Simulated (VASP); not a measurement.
Set up this calculation in VASP 6.6.1, as the native input.

```
Task                   : single point
Functional             : PBEsol
Potentials or basis    : VASP PAW PBE potentials, release 64 (Ta_pv, N)
Cutoff                 : 520 eV
k mesh                 : 8 × 8 × 8
Occupations            : gaussian, width 0.1 eV
Spin                   : no spin polarisation
Dipole correction      : no
Further INCAR settings : ALGO = Normal; EDIFF = 1e-07; NBANDS = 15
```

The structure of TaN lies in POSCAR:

```
TaN
1.0
    0.0000000000      2.2113230000      2.2113230000
    2.2113230000      0.0000000000      2.2113230000
    2.2113230000      2.2113230000      0.0000000000
Ta N
1 1
Direct
    0.5000000000      0.5000000000      0.5000000000
    0.0000000000      0.0000000000      0.0000000000
```

These files were run (other wordings do the same):

INCAR

```
SYSTEM = TaN
  ALGO = Normal
  EDIFF = 1E-7
  ENCUT = 520
  GGA = PS
  ISIF = 2
  ISMEAR = 0
  LASPH = .TRUE.
  LCHARG = .TRUE.
  LELF = .TRUE.
  LREAL = .FALSE.
  LVHAR = .TRUE.
  LWAVE = .FALSE.
  NBANDS = 15
  NELM = 100
  PREC = Accurate
  SIGMA = 0.1
```

KPOINTS

```
k-points
0
G
  8 8 8
  0 0 0
```

Potentials or basis: VASP PAW PBE potentials, release 64 (Ta_pv, N).

Command:

```bash
$ cat potpaw_PBE.64/Ta_pv/POTCAR potpaw_PBE.64/N/POTCAR > POTCAR
$ mpirun -np 1 vasp_std > vasp.out
```

It gave:

```json
{
 "Pressure": "-9.6 GPa",
 "Band gap on the k mesh": "zero (band 8 reaches 11.04 eV, above the bottom of band 9 at 7.11 eV)"
}
```

Caveat: the PAW data sets were made with another functional, which shifts forces and pressure a little; spin-orbit coupling is left out, which moves the levels of the heavy elements.

Run time: 7.7 s on 1 thread of Intel(R) Xeon(R) Platinum 8259CL CPU @ 2.50GHz (Skylake/Cascade Lake), with other jobs on the host, peak memory 0.14 GiB.
